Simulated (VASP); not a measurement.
# CO2 (Pbca) in VASP: further runs, part 3 of 3

VASP 6.6.1. Earlier steps stand in the parts before.

### 6 Single point, PBEsol (normal strain along x +0.0550, normal strain along z -0.1500)

INCAR

```
PREC = Accurate ; ENCUT = 520
EDIFF = 1E-7 ; ISMEAR = 0
SIGMA = 0.05 ; LREAL = False
LASPH = True ; NELM = 80
ALGO = Normal ; ISIF = 2
LWAVE = False ; LCHARG = True
GGA = PS ; LELF = True
LVHAR = True ; NBANDS = 44
```

KPOINTS

```
Automatic mesh
0
Gamma
  4 4 4
```

POSCAR

```
CO2
1.0
    6.1189315663      0.0000000000      0.0000000000
    0.0000000000      5.7999351339      0.0000000000
    0.0000000000      0.0000000000      4.9299448638
C O
4 8
Direct
    0.0000000000      0.0000000000      0.0000000000
    0.5000000000      0.0000000000      0.5000000000
    0.5000000000      0.5000000000      0.0000000000
    0.0000000000      0.5000000000      0.5000000000
    0.1161576883      0.1161576883      0.1161576883
    0.3838423117      0.8838423117      0.6161576883
    0.6161576883      0.3838423117      0.8838423117
    0.8838423117      0.6161576883      0.3838423117
    0.8838423117      0.8838423117      0.8838423117
    0.6161576883      0.1161576883      0.3838423117
    0.3838423117      0.6161576883      0.1161576883
    0.1161576883      0.3838423117      0.6161576883
```

Potentials or basis: VASP PAW PBE potentials, release 64 (C, O).

Started as:

```bash
$ cat potpaw_PBE.64/C/POTCAR potpaw_PBE.64/O/POTCAR > POTCAR
$ mpirun -np 1 vasp_std > vasp.out
```

Wall time 3.4 min (1 thread of Intel Xeon Platinum 8488C (Sapphire Rapids), shared host); peak memory 0.36 GiB.

The run converged. Its results:

- Free energy: -94.5184 eV
- Pressure: 13.2 GPa
- Largest force: 4.599 eV/Å
- Band gap on the k mesh: 6.79 eV

Forces on the atoms (eV/Å):
```
C    0.000  0.000  0.000
C    0.000  0.000  0.000
C    0.000  0.000  0.000
C    0.000  0.000  0.000
O    2.885  2.681  2.374
O   -2.885 -2.681  2.374
O    2.885 -2.681 -2.374
O   -2.885  2.681 -2.374
O   -2.885 -2.681 -2.374
O    2.885  2.681 -2.374
O   -2.885  2.681  2.374
O    2.885 -2.681  2.374
```

Stress tensor (GPa, compression positive):
```
14.50  0.00  0.00
 0.00 13.83  0.00
 0.00  0.00 11.27
```

Levels at points of the mesh, in eV from the valence-band top:
```
           k point  band 29  band 30  band 31  band 32  band 33  band 34  band 35  band 36
(0.00, 0.00, 0.00)    -0.43    -0.33    -0.29     0.00     6.79     8.30     8.31     8.40
(0.50, 0.00, 0.00)    -0.46    -0.46    -0.16    -0.16     8.01     8.01     8.20     8.20
(0.00, 0.50, 0.00)    -0.45    -0.45    -0.27    -0.27     8.18     8.18     8.47     8.47
(0.50, 0.50, 0.00)    -0.45    -0.45    -0.45    -0.45     8.35     8.35     8.35     8.35
(0.00, 0.00, 0.50)    -0.41    -0.41    -0.34    -0.34     8.33     8.33     8.66     8.66
(0.50, 0.00, 0.50)    -0.35    -0.35    -0.35    -0.35     8.33     8.33     8.33     8.33
(0.00, 0.50, 0.50)    -0.32    -0.32    -0.32    -0.32     8.37     8.37     8.37     8.37
(0.50, 0.50, 0.50)    -0.31    -0.31    -0.31    -0.31     8.42     8.42     8.42     8.42
```

Caveat: the cell differs from its parent crystal (normal strain along x +0.0550, normal strain along z -0.1500); the cell stands under pressure; this functional lacks dispersion, which holds the molecules together, so the pressure and a relaxed volume are unreliable; the PAW data sets were made with another functional, which shifts forces and pressure a little.

### 7 Single point, PBEsol (normal strain along x +0.0000, normal strain along z -0.0750)

INCAR

```
ALGO = Normal
EDIFF = 1E-6
ENCUT = 520
GGA = PS
ISIF = 2
ISMEAR = 0
LASPH = True
LCHARG = False
LREAL = False
LWAVE = False
NBANDS = 44
NELM = 80
PREC = Accurate
SIGMA = 0.05
```

KPOINTS

```
k-points
0
Gamma
  4 4 4
```

Changes to POSCAR since step 6:

```diff
@@ -2,5 +2,5 @@
 1.0
-    6.1189315663      0.0000000000      0.0000000000
+    5.7999351339      0.0000000000      0.0000000000
     0.0000000000      5.7999351339      0.0000000000
-    0.0000000000      0.0000000000      4.9299448638
+    0.0000000000      0.0000000000      5.3649399989
 C O
```

Potentials or basis: VASP PAW PBE potentials, release 64 (C, O).

Started as:

```bash
$ cat potpaw_PBE.64/C/POTCAR potpaw_PBE.64/O/POTCAR > POTCAR
$ mpirun -np 1 vasp_std > vasp.out
```

OUTCAR:

```text
EDIFF = 1E-6
   ENCUT = 520
   GGA = PS
   ISIF = 2
   ISMEAR = 0
   LASPH = True
   LREAL = False
   NELM = 80
   PREC = Accurate

 ion  position               nearest neighbor table
   1  0.000  0.000  0.000-   5 1.14   9 1.14
   2  0.500  0.000  0.500-   6 1.14  10 1.14
   3  0.500  0.500  0.000-   7 1.14  11 1.14
   4  0.000  0.500  0.500-   8 1.14  12 1.14
   5  0.116  0.116  0.116-   1 1.14
   6  0.384  0.884  0.616-   2 1.14
   7  0.616  0.384  0.884-   3 1.14
   8  0.884  0.616  0.384-   4 1.14
   9  0.884  0.884  0.884-   1 1.14
  10  0.616  0.116  0.384-   2 1.14
  11  0.384  0.616  0.116-   3 1.14
  12  0.116  0.384  0.616-   4 1.14

  LATTYP: Found a simple tetragonal cell.
 ALAT       =     5.7999351339
 C/A-ratio  =     0.9250000000

  Lattice vectors:

 A1 = (   5.7999351339,   0.0000000000,   0.0000000000)
 A2 = (   0.0000000000,   5.7999351339,   0.0000000000)
 A3 = (   0.0000000000,   0.0000000000,   5.3649399989)

Analysis of symmetry for initial positions (statically):
=====================================================================
 Subroutine PRICEL returns:
 Original cell was already a primitive cell.

 Routine SETGRP: Setting up the symmetry group for a
 simple tetragonal supercell.

 Subroutine GETGRP returns: Found  8 space group operations
 (whereof  2 operations were pure point group operations)
 out of a pool of 16 trial point group operations.

The static configuration has the point symmetry S_2 .
 The point group associated with its full space group is D_2h.

Analysis of symmetry for dynamics (positions and initial velocities):
=====================================================================
 Subroutine PRICEL returns:
 Original cell was already a primitive cell.

 Routine SETGRP: Setting up the symmetry group for a
 simple tetragonal supercell.

 Subroutine GETGRP returns: Found  8 space group operations
 (whereof  2 operations were pure point group operations)
 out of a pool of 16 trial point group operations.

The dynamic configuration has the point symmetry S_2 .
 The point group associated with its full space group is D_2h.

 Subroutine INISYM returns: Found  8 space group operations
 (whereof  2 operations are pure point group operations),
 and found     1 'primitive' translations

----------------------------------------------------------------------------------------

                                     Primitive cell

  volume of cell :     180.4725

  direct lattice vectors                    reciprocal lattice vectors
     5.799935134  0.000000000  0.000000000     0.172415721  0.000000000  0.000000000
     0.000000000  5.799935134  0.000000000     0.000000000  0.172415721  0.000000000
     0.000000000  0.000000000  5.364939999     0.000000000  0.000000000  0.186395374

  length of vectors
     5.799935134  5.799935134  5.364939999     0.172415721  0.172415721  0.186395374

  position of ions in fractional coordinates (direct lattice)
     0.000000000  0.000000000  0.000000000
     0.500000000  0.000000000  0.500000000
     0.500000000  0.500000000  0.000000000
[... 77 lines left out ...]
 [... further k-points ...]
   k-points           NKPTS =     27   k-points in BZ     NKDIM =     27   number of bands    NBANDS=     44
   number of dos      NEDOS =    301   number of ions     NIONS =     12
   total plane-waves  NPLWV =  92160
   dimension x,y,z NGX =    48 NGY =   48 NGZ =   40
   dimension x,y,z NGXF=    96 NGYF=   96 NGZF=   80
   ions per type =               4   8
   NGX,Y,Z   is equivalent  to a cutoff of  13.76, 13.76, 12.39 a.u.
   NGXF,Y,Z  is equivalent  to a cutoff of  27.52, 27.52, 24.79 a.u.
 SYSTEM =  unknown system
   PREC   = accura    normal or accurate (medium, high low for compatibility)
   ISTART =      0    job   : 0-new  1-cont  2-samecut
   ICHARG =      2    charge: 1-file 2-atom 10-const
   ISPIN  =      1    spin polarized calculation?
   LNONCOLLINEAR =      F non collinear calculations
   LSORBIT =      F    spin-orbit coupling
   LASPH  =      T    aspherical Exc in radial PAW
   ENCUT  =  520.0 eV  38.22 Ry    6.18 a.u.  10.78 10.78  9.98*2*pi/ulx,y,z
   NELM   =     80;   NELMIN=  2; NELMDL= -5     # of ELM steps
   EDIFF  = 0.1E-05   stopping-criterion for ELM
   LREAL  =      F    real-space projection
   EDIFFG = 0.1E-04   stopping-criterion for IOM
   NSW    =      0    number of steps for IOM
   IBRION =     -1    ionic relax: 0-MD 1-quasi-New 2-CG
   NFREE  =      0    steps in history (QN), initial steepest desc. (CG)
   ISIF   =      2    stress and relaxation
   ISYM   =      2    0-nonsym 1-usesym 2-fastsym
   POTIM  = 0.5000    time-step for ionic-motion
   TEBEG  =    0.0;   TEEND  =   0.0 temperature during run
   PSTRESS=    0.0 pullay stress
   NELECT =      64.0000    total number of electrons
   NUPDOWN=      -1.0000    fix difference up-down
   EMIN   =  10.00;   EMAX   =-10.00  energy-range for DOS
   EFERMI =   0.00;   METHOD = LEGACY
   ISMEAR =     0;   SIGMA  =   0.05  broadening in eV -4-tet -1-fermi 0-gaus
   EFERMI_NEDOS =   21; number of points for ismear=-14 and -15
   IALGO  =     38    algorithm
   IMIX   =      4    mixing-type and parameters
     AMIX     =   0.40;   BMIX     =  1.00
     AMIX_MAG =   1.60;   BMIX_MAG =  1.00
  volume/ion in A,a.u.               =      15.04       101.49
  Fermi-wavevector in a.u.,A,eV,Ry     =   1.158771  2.189760 18.269239  1.342751
  Thomas-Fermi vector in A             =   2.295370
   LORBIT       =      0    0 simple, 1 ext, 2 COOP (PROOUT), +10 PAW based schemes
   GGA     = PS    functional components
   LHFCALC =     F    Hartree Fock is set to
   AEXX    =    0.0000 exact exchange contribution
   IVDW    =     0    specifies the selected vdW correction
   LEPSILON=     F    determine dielectric tensor
   LRPA    =     F    only Hartree local field effects (RPA)
 non-spin polarized calculation
 Gauss-broadening in eV      SIGMA  =   0.05
  energy-cutoff  :      520.00
  volume of cell :      180.47
 maximum number of plane-waves:      4884
 NGX is ok and might be reduce to    48
   NGX = 21   NGY = 21   NGZ = 19

 number of electron      64.0000001 magnetization

 Free energy of the ion-electron system (eV)
  ---------------------------------------------------
  ext. energy  EPLUGINS =         0.00000000
  ---------------------------------------------------
  free energy    TOTEN  =       -94.77354567 eV

  energy without entropy =      -94.77354567  energy(sigma->0) =      -94.77354567

 E-fermi :  -3.5535     XC(G=0):  -7.8099

 val. band max:       -3.7981237922   @ k =   0.0000   0.0000   0.0000
 cond. band min:       3.0903500441   @ k =   0.0000   0.0000   0.0000
 fundamental gap:      6.8884738363
 Fermi energy:        -3.5535305848

 k-point     1 :       0.0000    0.0000    0.0000
  band No.  band energies     occupation
      1     -24.6806      2.00000
      2     -24.5167      2.00000
      3     -24.5115      2.00000
      4     -24.4849      2.00000
      5     -23.5944      2.00000
      6     -23.5896      2.00000
[... 1117 lines left out ...]
     43       6.8799      0.00000
     44       6.8799      0.00000

 [... further k-points ...]

------------------------ aborting loop because EDIFF is reached ----------------------------------------

  FORCE on cell =-STRESS in cart. coord.  units (eV):
  Direction    XX          YY          ZZ          XY          YZ          ZX
  --------------------------------------------------------------------------------------
  -------------------------------------------------------------------------------------
  Total       12.7812896     12.8559995     11.5664318      0.0000000      0.0000000      0.0000000
  in kB      113.4681868    114.1314379    102.6830694      0.0000000      0.0000000      0.0000000
  external PRESSURE =     110.0942314 kB  Pullay stress =       0.0000000 kB

 VOLUME and BASIS-vectors are now :
 -----------------------------------------------------------------------------
  energy-cutoff  :      520.00
  volume of cell :      180.47
      direct lattice vectors                 reciprocal lattice vectors
     5.799935134  0.000000000  0.000000000     0.172415721  0.000000000  0.000000000
     0.000000000  5.799935134  0.000000000     0.000000000  0.172415721  0.000000000
     0.000000000  0.000000000  5.364939999     0.000000000  0.000000000  0.186395374

 POSITION                                       TOTAL-FORCE (eV/Angst)
 -----------------------------------------------------------------------------------
      0.00000      0.00000      0.00000        -0.000000     -0.000000      0.000000
      2.89997      0.00000      2.68247        -0.000000     -0.000000      0.000000
      2.89997      2.89997      0.00000        -0.000000     -0.000000      0.000000
      0.00000      2.89997      2.68247        -0.000000     -0.000000      0.000000
      0.67371      0.67371      0.62318         2.428427      2.407652      2.259368
      2.22626      5.12623      3.30565        -2.428427     -2.407652      2.259368
      3.57367      2.22626      4.74176         2.428427     -2.407652     -2.259368
      5.12623      3.57367      2.05929        -2.428427      2.407652     -2.259368
      5.12623      5.12623      4.74176        -2.428427     -2.407652     -2.259368
      3.57367      0.67371      2.05929         2.428427      2.407652     -2.259368
      2.22626      3.57367      0.62318        -2.428427      2.407652      2.259368
      0.67371      2.22626      3.30565         2.428427     -2.407652      2.259368
 -----------------------------------------------------------------------------------
    total drift:                                0.000000      0.000000      0.000000

  FREE ENERGIE OF THE ION-ELECTRON SYSTEM (eV)
  ---------------------------------------------------
  free  energy   TOTEN  =       -94.7735456718 eV

  energy  without entropy=      -94.7735456718  energy(sigma->0) =      -94.77354567
```

It took 2.9 min on 1 thread of Intel Xeon Platinum 8488C (Sapphire Rapids), shared host; peak memory 0.37 GiB.

Results:

```yaml
Free_energy: -94.7735 eV
Pressure: 11.0 GPa
Largest_force: 4.099 eV/Å
Band_gap_on_the_k_mesh: 6.89 eV
```

Forces on the atoms (eV/Å):
```
C    0.000  0.000  0.000
C    0.000  0.000  0.000
C    0.000  0.000  0.000
C    0.000  0.000  0.000
O    2.428  2.408  2.259
O   -2.428 -2.408  2.259
O    2.428 -2.408 -2.259
O   -2.428  2.408 -2.259
O   -2.428 -2.408 -2.259
O    2.428  2.408 -2.259
O   -2.428  2.408  2.259
O    2.428 -2.408  2.259
```

Stress tensor (GPa, compression positive):
```
11.35  0.00  0.00
 0.00 11.41  0.00
 0.00  0.00 10.27
```

Levels at points of the mesh, in eV from the valence-band top:
| k point | band 28 | band 29 | band 30 | band 31 | band 32 | band 33 | band 34 | band 35 | band 36 | band 37 |
| --- | --- | --- | --- | --- | --- | --- | --- | --- | --- | --- |
| (0.00, 0.00, 0.00) | -0.28 | -0.23 | -0.23 | -0.16 | 0.00 | 6.89 | 8.43 | 8.50 | 8.62 | 8.62 |
| (0.50, 0.00, 0.00) | -0.41 | -0.34 | -0.34 | -0.11 | -0.11 | 8.26 | 8.26 | 8.35 | 8.35 | 8.81 |
| (0.00, 0.50, 0.00) | -0.41 | -0.35 | -0.35 | -0.14 | -0.14 | 8.26 | 8.26 | 8.46 | 8.46 | 8.73 |
| (0.50, 0.50, 0.00) | -0.36 | -0.34 | -0.34 | -0.34 | -0.34 | 8.40 | 8.40 | 8.40 | 8.40 | 9.05 |
| (0.00, 0.00, 0.50) | -0.37 | -0.32 | -0.32 | -0.18 | -0.18 | 8.43 | 8.43 | 8.49 | 8.49 | 8.79 |
| (0.50, 0.00, 0.50) | -0.38 | -0.31 | -0.31 | -0.31 | -0.31 | 8.37 | 8.37 | 8.37 | 8.37 | 9.13 |
| (0.00, 0.50, 0.50) | -0.41 | -0.28 | -0.28 | -0.28 | -0.28 | 8.40 | 8.40 | 8.40 | 8.40 | 9.12 |
| (0.50, 0.50, 0.50) | -0.42 | -0.30 | -0.30 | -0.30 | -0.30 | 8.46 | 8.46 | 8.46 | 8.46 | 9.32 |

Caveat: the cell differs from its parent crystal (normal strain along x +0.0000, normal strain along z -0.0750); the cell stands under pressure; this functional lacks dispersion, which holds the molecules together, so the pressure and a relaxed volume are unreliable; the PAW data sets were made with another functional, which shifts forces and pressure a little. A k mesh can miss the band edges.

### 8 Overview

```csv
cell,gap on the mesh (eV),pressure (GPa),largest force (eV/Å)
"a = 5.162, b = 5.800, c = 6.235 Å, 12 atoms",6.65,4.9,1.84
"a = 6.119, b = 5.800, c = 5.365 Å, 12 atoms",6.64,3.5,1.38
"a = 5.481, b = 5.800, c = 5.365 Å, 12 atoms",7.13,20.1,7.12
"a = 5.162, b = 5.800, c = 5.800 Å, 12 atoms",6.98,16.3,5.83
"a = 6.119, b = 5.800, c = 4.930 Å, 12 atoms",6.79,13.2,4.60
"a = 5.800, b = 5.800, c = 5.365 Å, 12 atoms",6.89,11.0,4.10
```

Alike in all rows: task single point; level PBEsol; potentials or basis VASP PAW PBE potentials, release 64 (C, O); no spin polarisation; k mesh 4 × 4 × 4; cutoff (eV) 520; smearing gaussian 0.05 eV.

Caveats: the cell stands under pressure; this functional lacks dispersion, which holds the molecules together, so the pressure and a relaxed volume are unreliable; the PAW data sets were made with another functional, which shifts forces and pressure a little.

Absolute energies hang on the potentials; compare differences alone.
